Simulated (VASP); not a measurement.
# Ti5B7N12 in VASP: further runs, part 3 of 3

VASP 6.6.1.

## 5. Single point, PBE

This run uses another cell than the first one, of 9.63 Å³/atom.

INCAR

```
SYSTEM = Ti5B7N12
ALGO = Normal ; EDIFF = 1E-6
ENCUT = 520 ; GGA = PE
GGA_COMPAT = .FALSE. ; ISIF = 2
ISMEAR = -1 ; ISYM = 0
LASPH = .TRUE. ; LCHARG = .FALSE.
LREAL = .FALSE. ; LWAVE = .FALSE.
NBANDS = 88 ; NELM = 120
PREC = Accurate ; SIGMA = 0.05
```

KPOINTS

```
Automatic mesh
0
Gamma
  1 1 1
  0.25 0.25 0.25
```

POSCAR

```
Ti5B7N12
1.0
    6.0637790000     -0.1437410000      0.1403350000
   -0.1437410000      6.1871700000     -0.0470690000
    0.1403350000     -0.0470690000      6.1640550000
Ti N B
5 12 7
Direct
    0.2596710739      0.3344991631      0.3155751532
    0.7139224653      0.3400158651      0.4678032395
    0.5330037486      0.8293421592      0.4343715663
    0.2657874574      0.6383442115      0.7740466204
    0.6581971014      0.4725458020      0.0177250476
    0.8064735690      0.8323613701      0.5733706057
    0.6397231708      0.8024945747      0.0771613923
    0.3421171999      0.3865484165      0.9928083754
    0.5611668303      0.5348054058      0.6766296551
    0.5034367061      0.1397315063      0.3842250324
    0.9493721932      0.5136925520      0.7876190021
    0.3520644431      0.9872251004      0.8308956904
    0.7819018270      0.1290922204      0.9466987314
    0.9073248462      0.4936989047      0.2470048501
    0.2374305550      0.6526308608      0.4464844757
    1.0325509181      0.1899275593      0.5307143864
    0.0148767166      0.9008831010      0.2176486003
    0.7891708422      0.6376898888      0.6789297200
    0.0441115400      0.6836284192      0.3062229836
    0.8442528499      0.9500236268      0.0816021983
    0.9657783880      0.9874982151      0.4459491428
    0.2437206562      0.1896066169      0.8716930747
    0.9857025476      0.2457811365      0.7843974632
    0.5725665686      0.9686581037      0.9225407039
```

Potentials or basis: VASP PAW PBE potentials, release 64 (Ti_sv, N, B).

Command:

```sh
> cat potpaw_PBE.64/Ti_sv/POTCAR potpaw_PBE.64/N/POTCAR potpaw_PBE.64/B/POTCAR > POTCAR
> mpirun -np 1 vasp_std > vasp.out
```

OUTCAR:

```text
SYSTEM = Ti5B7N12
   EDIFF = 1E-6
   ENCUT = 520
   GGA = PE
   ISIF = 2
   ISMEAR = -1
   ISYM = 0
   LASPH = .TRUE.
   LREAL = .FALSE.
   NELM = 120
   PREC = Accurate

 ion  position               nearest neighbor table
   1  0.260  0.334  0.316-  10 2.02  16 2.05   8 2.06  15 2.12
   2  0.714  0.340  0.468-  10 1.82   9 1.98  14 1.98  16 2.24  18 2.28
   3  0.533  0.829  0.434-   6 1.90  10 1.97  15 2.06   7 2.27   4 2.83
   4  0.266  0.638  0.774-   9 1.99  11 2.03  15 2.04   8 2.16  12 2.22   3 2.83
[... 285 lines left out ...]
  Total       -2.2464255     -8.2276846      0.3580498      1.9331150      0.5227968     -1.6836494
  in kB      -15.5808312    -57.0658427      2.4833732     13.4077622      3.6260309    -11.6775100
  external PRESSURE =     -23.3877669 kB  Pullay stress =       0.0000000 kB

 VOLUME and BASIS-vectors are now :
 -----------------------------------------------------------------------------
  energy-cutoff  :      520.00
  volume of cell :      231.00
      direct lattice vectors                 reciprocal lattice vectors
     6.063779000 -0.143741000  0.140335000     0.165090219  0.003807022 -0.003729484
    -0.143741000  6.187170000 -0.047069000     0.003807022  0.161721962  0.001148243
     0.140335000 -0.047069000  6.164055000    -0.003729484  0.001148243  0.162324545

 POSITION                                       TOTAL-FORCE (eV/Angst)
 -----------------------------------------------------------------------------------
      1.57079      2.01742      1.96592         0.301135      1.105818     -0.641438
      4.34584      1.97910      2.96775         1.609341     -0.150076     -0.350693
      3.17376      5.03422      2.71325        -1.531688      0.009753     -1.323509
      1.62855      3.87491      4.77852        -0.154347      0.436280      0.420659
      3.92572      2.82828      0.17938         1.115081      0.108999      0.312063
      4.85110      5.00705      3.60829         1.575857      2.528302     -0.527427
[... 16 lines left out ...]
      6.05183      1.34208      4.96183        -0.297121      0.362369     -0.259211
      3.46215      5.86753      5.72135        -0.692102      1.037894      0.272673
 -----------------------------------------------------------------------------------
    total drift:                               -0.000428     -0.000702      0.000390

  FREE ENERGIE OF THE ION-ELECTRON SYSTEM (eV)
  ---------------------------------------------------
  free  energy   TOTEN  =      -205.2257156166 eV

  energy  without entropy=     -205.1559168164  energy(sigma->0) =     -205.19081622
```

stdout:

```text
POSCAR found type information on POSCAR TiN B
 POSCAR found :  3 types and      24 ions
 scaLAPACK will be used
 -----------------------------------------------------------------------------
|                                                                             |
|                                                                             |
|     You have a (more or less) 'large supercell' and for larger cells it     |
|     might be more efficient to use real-space projection operators.         |
|     Therefore, try LREAL= Auto in the INCAR file.                           |
|     Mind: For very accurate calculation, you might also keep the            |
|     reciprocal projection scheme (i.e. LREAL=.FALSE.).                      |
|                                                                             |
 -----------------------------------------------------------------------------

 LDA part: xc-table for (Slater+PW92), standard interpolation
 POSCAR, INCAR and KPOINTS ok, starting setup
 FFT: planning ... GRIDC
 FFT: planning ... GRID_SOFT
 FFT: planning ... GRID
 WAVECAR not read
 entering main loop
```

Run time: 37 s. Hardware: 1 thread of Intel Xeon 6975P-C (Granite Rapids), shared host; peak memory 0.31 GiB.

What came out:

```yaml
Free_energy: -205.2257 eV
Pressure: -2.3 GPa
Largest_force: 3.026 eV/Å
Band_gap_on_the_k_mesh: zero (an odd number of electrons rules out a gap without spin polarisation)
```

Forces in eV/Å, atoms in the order of the input:
```
Ti   0.301  1.106 -0.641
Ti   1.609 -0.150 -0.351
Ti  -1.532  0.010 -1.324
Ti  -0.154  0.436  0.421
Ti   1.115  0.109  0.312
N    1.576  2.528 -0.527
N   -0.312  0.134 -0.430
N   -0.705 -1.141  0.491
N    0.485  0.276 -0.254
N   -1.069 -0.614 -0.383
N   -0.033 -0.502 -0.425
N    1.803 -1.102  0.383
N    0.183 -0.199 -1.349
N   -0.126 -0.079  0.240
N   -0.501 -0.221 -0.605
N   -1.751 -0.476  1.083
N    1.433  0.989  1.060
B    0.308 -0.656  1.227
B    0.304 -1.361 -0.453
B   -1.260 -0.409 -0.033
B   -0.755 -0.782  0.868
B    0.071  0.702  0.678
B   -0.297  0.362 -0.259
B   -0.692  1.038  0.273
```

Caveat: the k points lie up to 1.04 Å⁻¹ apart, too coarse for converged energies and pressures of a metal; the atoms stand as in a frame of molecular dynamics; an odd number of electrons without spin polarisation forces a metal; a magnetic or distorted state may lie lower.

## 6. Single point, PBE

INCAR

```
PREC = Accurate
ENCUT = 520
EDIFF = 1E-6
ISMEAR = 0
SIGMA = 0.1
LREAL = F
LASPH = T
NELM = 120
ALGO = Normal
ISIF = 2
LWAVE = F
LCHARG = F
GGA = PE
NBANDS = 88
ISYM = 0
GGA_COMPAT = F
```

KPOINTS

```
Automatic mesh
0
Gamma
  2 2 2
  0.5 0.5 0.5
```

POSCAR

```
Ti5B7N12
1.0
    5.9559353954     -0.1610433638      0.2372049841
   -0.1741263895      5.7691279327      0.1528085069
    0.2310582059      0.1600452501      6.6089719586
Ti N B
5 12 7
Direct
    0.2521986756      0.3292566264      0.3070239071
    0.6979374097      0.2820414480      0.4802915084
    0.5554532554      0.7591758719      0.3713984179
    0.2777250493      0.6412547290      0.7680952222
    0.6725625103      0.4402289895      0.0566308011
    0.7742138201      0.8646640505      0.5829117775
    0.6557141150      0.7919626320      0.0629757226
    0.3352326622      0.3937474872      1.0042768186
    0.5576430666      0.5086591690      0.6437265465
    0.5009486678      0.1227679548      0.3255780695
    0.9474671646      0.5358095887      0.7906772855
    0.3661732475      0.9864734376      0.8457758272
    0.8004518703      0.1373922441      0.9300558650
    0.8740078651      0.5084286858      0.2793874589
    0.2354238815      0.6510054599      0.4242468419
    0.0354724614      0.2032431950      0.5539492994
    0.0053860783      0.9460815551      0.2472218123
    0.7707903259      0.6393799299      0.6845392630
    0.0426264122      0.6935189879      0.3111247245
    0.8446307709      0.9619166040      0.0914975577
    0.9594301994      0.9957834459      0.4753039709
    0.2569875379      0.2039834882      0.8811151557
    0.9991288016      0.2717411788      0.7760909214
    0.5867183063      0.9722081586      0.9182226744
```

Potentials or basis: VASP PAW PBE potentials, release 64 (Ti_sv, N, B).

Command:

```sh
> cat potpaw_PBE.64/Ti_sv/POTCAR potpaw_PBE.64/N/POTCAR potpaw_PBE.64/B/POTCAR > POTCAR
> mpirun -np 1 vasp_std > vasp.out
```

It took 1.7 min on 1 thread of Intel Xeon 6975P-C (Granite Rapids), shared host; peak memory 0.33 GiB.

It converged, with:

```
Free energy            : -206.4978 eV
Pressure               : 0.2 GPa
Largest force          : 0.047 eV/Å
Band gap on the k mesh : zero (an odd number of electrons rules out a gap without spin polarisation)
```

Forces on the atoms (eV/Å):
```
Ti  -0.002  0.003  0.001
Ti   0.014  0.010  0.030
Ti  -0.006 -0.001  0.021
Ti  -0.020  0.017 -0.007
Ti   0.011 -0.024 -0.015
N    0.031 -0.018  0.004
N   -0.001 -0.037 -0.013
N   -0.023  0.000 -0.019
N   -0.008 -0.022  0.009
N    0.003 -0.018 -0.026
N   -0.008 -0.005 -0.009
N    0.000  0.015 -0.012
N    0.029  0.025 -0.027
N    0.004  0.016  0.005
N   -0.010  0.016  0.003
N   -0.001  0.006  0.029
N   -0.010  0.005 -0.017
B    0.002  0.010  0.022
B    0.019 -0.016  0.004
B    0.040  0.004  0.025
B   -0.009  0.012 -0.004
B   -0.015 -0.007 -0.004
B   -0.018  0.012  0.013
B   -0.020 -0.001 -0.016
```

Stress tensor (GPa, compression positive):
```
 0.13 -0.01  0.12
-0.01  0.08  0.12
 0.12  0.12  0.28
```

Levels at points of the mesh, in eV from the Fermi level:
| k point | band 67 | band 68 | band 69 | band 70 | band 71 | band 72 | band 73 | band 74 |
| --- | --- | --- | --- | --- | --- | --- | --- | --- |
| (0.25, 0.25, 0.25) | -2.51 | -2.12 | -1.54 | -0.75 | -0.02 | 0.31 | 0.55 | 0.68 |

Caveat: the k points lie up to 0.55 Å⁻¹ apart, too coarse for converged energies and pressures of a metal; an odd number of electrons without spin polarisation forces a metal; a magnetic or distorted state may lie lower.

## 7. Summary

| cell | k mesh | smearing | gap on the mesh (eV) | pressure (GPa) | largest force (eV/Å) |
| --- | --- | --- | --- | --- | --- |
| a = 5.963, b = 5.774, c = 6.615 Å, angles 87.2, 85.8, 93.2°, 24 atoms, atomic positions A | 6 × 6 × 5 | gaussian 0.1 eV | none | 0.2 | 0.11 |
| a = 6.067, b = 6.189, c = 6.166 Å, angles 90.9, 87.4, 92.7°, 24 atoms, atomic positions B | 1 × 1 × 1, shifted | fermi-dirac 0.05 eV | none | -3.6 | 2.13 |
| a = 6.067, b = 6.189, c = 6.166 Å, angles 90.9, 87.4, 92.7°, 24 atoms, atomic positions C | 1 × 1 × 1, shifted | fermi-dirac 0.05 eV | none | -1.7 | 2.92 |
| a = 6.067, b = 6.189, c = 6.166 Å, angles 90.9, 87.4, 92.7°, 24 atoms, atomic positions D | 1 × 1 × 1, shifted | fermi-dirac 0.05 eV | none | -2.3 | 3.03 |
| a = 5.963, b = 5.774, c = 6.615 Å, angles 87.2, 85.8, 93.2°, 24 atoms, atomic positions A | 2 × 2 × 2, shifted | gaussian 0.1 eV | none | 0.2 | 0.05 |

Alike in all rows: task single point; level PBE; potentials or basis VASP PAW PBE potentials, release 64 (Ti_sv, N, B); no spin polarisation; cutoff (eV) 520.

Caveats: some runs use coarse meshes; an odd number of electrons without spin polarisation forces a metal; a magnetic or distorted state may lie lower; the atoms stand as in a frame of molecular dynamics (at least some runs).

Total energies depend on the potentials used, so only differences within one code and one set of settings carry meaning.
